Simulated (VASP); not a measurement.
Here is a VASP 6.6.1 calculation.

The input INCAR:

```
SYSTEM = BN
PREC     = Accurate       ! precision mode
ENCUT    = 520            ! plane-wave cutoff, eV
EDIFF    = 1E-7           ! SCF threshold, eV
ISMEAR   = -1             ! smearing method
SIGMA    = 0.05           ! smearing width, eV
LREAL    = .False.        ! projectors in reciprocal space
LASPH    = .True.         ! aspherical terms in the spheres
NELM     = 100            ! most SCF steps
ALGO     = Normal         ! electronic algorithm
ISIF     = 2              ! what is computed and relaxed
LWAVE    = .False.        ! write WAVECAR
LCHARG   = .False.        ! write CHGCAR
GGA      = CA             ! functional
NBANDS   = 16             ! bands
```

The input KPOINTS:

```
regular mesh
0
Gamma
  12 12 6
  0 0 0
```

Contents of POSCAR:

```
BN
1.0
    2.5232192016      0.0000000000      0.0000000000
   -1.2616096008      2.1851719278      0.0000000000
    0.0000000000      0.0000000000      4.1751640044
N B
2 2
Direct
    0.3333333333      0.6666666667      0.1253021087
    0.6666666667      0.3333333333      0.6253021087
    0.3333333333      0.6666666667      0.4996978913
    0.6666666667      0.3333333333      0.9996978913
```

Potentials or basis: VASP PAW LDA potentials, release 64 (N, B).

Command:

```sh
$ cat potpaw_LDA.64/N/POTCAR potpaw_LDA.64/B/POTCAR > POTCAR
$ mpirun -np 1 vasp_std > vasp.out
```

**Question.** Predict the pressure.

**Answer.** 1.0 GPa.

**Question.** Estimate the band gap on the k mesh.

**Answer.** 4.90 eV, indirect (least direct gap 8.28 eV).

A k mesh can miss the band edges.
